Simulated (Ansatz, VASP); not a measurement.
## FeSi: VASP beside Ansatz

```
Fe Si
1.0
     4.46101    0.00000    0.00000
     0.00000    4.46101    0.00000
     0.00000    0.00000    4.46101
Fe Si
4 4
Direct
  0.13491 0.13491 0.13491
  0.36509 0.86509 0.63491
  0.63491 0.36509 0.86509
  0.86509 0.63491 0.36509
  0.84028 0.84028 0.84028
  0.65972 0.15972 0.34028
  0.34028 0.65972 0.15972
  0.15972 0.34028 0.65972
```

Alike in both runs: functional r2SCAN; k mesh 8 × 8 × 8; occupations gaussian, width 0.05 eV; no spin polarisation.

Ansatz relaxed the structure, and its values are those at the end. VASP's run is a single point on that final structure, the one shown.

```csv
,VASP,Ansatz
version,VASP 6.6.1,Ansatz 0.2.0
potentials or method,"VASP PAW PBE potentials, release 64 (Fe, Si), cutoff 520 eV","scalar-relativistic, plane waves, PAW"
valence electrons in the cell,48,80
```

|  | VASP | Ansatz | Ansatz less VASP |
| --- | --- | --- | --- |
| gap on the k mesh at the Fermi level (eV) | 0.33 | 0.35 | +0.012 |
| least direct gap on the mesh (eV) | 0.34 | 0.35 | +0.012 |
| pressure (GPa) | -8.3 | -8.7 | -0.36 |
| rms of the force components (eV/Å) | 0.013 | 0.002 | -0.0112 |

VASP's potentials were made for PBE, not for r2SCAN. VASP's potentials hold 48 valence electrons a cell and Ansatz's 80, so a difference there can come from the potentials and not from the codes. Ansatz's warnings: stress scf threshold loose.
